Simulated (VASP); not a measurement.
Wanted: the native input for a VASP 6.6.1 run.

```
Task                   : single point
Functional             : LDA
Potentials or basis    : VASP PAW LDA potentials, release 64 (Bi_d)
Cutoff                 : 520 eV
k mesh                 : 11 × 11 × 11
Occupations            : fermi-dirac, width 0.03 eV
Spin                   : no spin polarisation
Dipole correction      : no
Further INCAR settings : ALGO = Normal; EDIFF = 1e-06; NBANDS = 22
```

The structure of Bi lies in POSCAR:

```
Bi
1.0
    2.2048096880      1.2729474669      3.9540000000
   -2.2048096880      1.2729474669      3.9540000000
    0.0000000000     -2.5458949337      3.9540000000
Bi
2
Direct
    0.2338900000      0.2338900000      0.2338900000
    0.7661100000      0.7661100000      0.7661100000
```

This cell differs from its parent crystal: equal xx and yy strain of -3 %.

One way to write it, as run:

INCAR

```
ALGO = Normal
EDIFF = 1E-6
ENCUT = 520
GGA = CA
ISIF = 2
ISMEAR = -1
LASPH = T
LCHARG = F
LREAL = F
LWAVE = F
NBANDS = 22
NELM = 80
PREC = Accurate
SIGMA = 0.03
```

KPOINTS

```
k-points
0
Gamma
  11 11 11
```

Potentials or basis: VASP PAW LDA potentials, release 64 (Bi_d).

The run is started by

```sh
$ cat potpaw_LDA.64/Bi_d/POTCAR > POTCAR
$ mpirun -np 1 vasp_std > vasp.out
```

Results of the run:

- Pressure: 1.6 GPa
- Largest force: 0.319 eV/Å
- Band gap on the k mesh: zero (band 15 reaches 6.82 eV, above the bottom of band 16 at 6.65 eV)

Caveat: the cell differs from its parent crystal (equal xx and yy strain of -3 %); spin-orbit coupling is left out, which moves the levels of the heavy elements.

Wall time 120 s on 1 thread of Intel(R) Xeon(R) Platinum 8488C (Sapphire Rapids), on a shared host, peak memory 0.28 GiB.
